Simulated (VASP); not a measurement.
Here is a VASP 6.6.1 calculation.

The input INCAR:

```
PREC = Accurate
ENCUT = 520
EDIFF = 1E-6
ISMEAR = 0
SIGMA = 0.1
LREAL = False
LASPH = True
NELM = 80
ALGO = Normal
ISIF = 2
LWAVE = False
LCHARG = False
GGA = PE
NBANDS = 14
```

Contents of KPOINTS:

```
Automatic mesh
0
Gamma
  18 18 18
```

POSCAR

```
Rh
1.0
    0.0000000000      1.8655916895      1.8655916895
    1.8655916895      0.0000000000      1.8655916895
    1.8655916895      1.8655916895      0.0000000000
Rh
1
Direct
    0.0000000000      0.0000000000      0.0000000000
```

Potentials or basis: VASP PAW PBE potentials, release 64 (Rh_pv).

Launch:

```sh
$ cat potpaw_PBE.64/Rh_pv/POTCAR > POTCAR
$ mpirun -np 1 vasp_std > vasp.out
```

Q: Estimate the pressure.

A: 24.7 GPa.

Caveat: the cell differs from its parent crystal (strained).
